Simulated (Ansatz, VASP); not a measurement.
SnW3 in VASP and in Ansatz

INCAR

```
  ALGO = Normal
  EDIFF = 1E-6
  ENCUT = 520
  GGA = PS
  ISIF = 2
  ISMEAR = 0
  LASPH = T
  LCHARG = F
  LREAL = F
  LWAVE = F
  NBANDS = 36
  NELM = 80
  PREC = Accurate
  SIGMA = 0.05
```

Contents of KPOINTS:

```
k-points
0
Gamma
  8 8 8
```

POSCAR

```
SnW3
1.0
    4.0055777465      0.0000000000      0.0000000000
    0.0000000000      4.0055777465      0.0000000000
    0.0000000000      0.0000000000      4.0055777465
W Sn
3 1
Direct
    0.0000000000      0.5000000000      0.5000000000
    0.5000000000      0.5000000000      0.0000000000
    0.5000000000      0.0000000000      0.5000000000
    0.0000000000      0.0000000000      0.0000000000
```

Input for Ansatz:

```yaml
crystal:
  lattice:
    - [4.0055777465, 0.0, 0.0]
    - [0.0, 4.0055777465, 0.0]
    - [0.0, 0.0, 4.0055777465]
  atoms:
    - { symbol: W, position: [0.0, 0.5, 0.5] }
    - { symbol: W, position: [0.5, 0.5, 0.0] }
    - { symbol: W, position: [0.5, 0.0, 0.5] }
    - { symbol: Sn, position: [0.0, 0.0, 0.0] }
basis:
  ecutwfc: 420
  ecutrho_ratio: 4
kpoints:
  mp_grid: { grid: [8, 8, 8] }
hamiltonian:
  xc: pbesol
scf:
  occupations: { method: gaussian, width: 0.05 }
output:
  forces: true
  stress: true
  eigenvalues: true
```

Alike in both runs: task single point; functional PBEsol; k mesh 8 × 8 × 8; occupations gaussian, width 0.05 eV; no spin polarisation.

```csv
,VASP,Ansatz
version,VASP 6.6.1,Ansatz 0.2.0
potentials or method,"VASP PAW PBE potentials, release 64 (W_sv, Sn_d), cutoff 520 eV","scalar-relativistic, plane waves, PAW"
valence electrons in the cell,56,56
```

|  | VASP | Ansatz | Ansatz less VASP |
| --- | --- | --- | --- |
| gap on the k mesh at the Fermi level (eV) | none | none | - |
| pressure (GPa) | 9.7 | 9.3 | -0.44 |

VASP's potentials were made for PBE, not for PBEsol. A gap of «none» marks a metal or a gap that the smearing closes.

Neither program's run includes spin-orbit coupling.
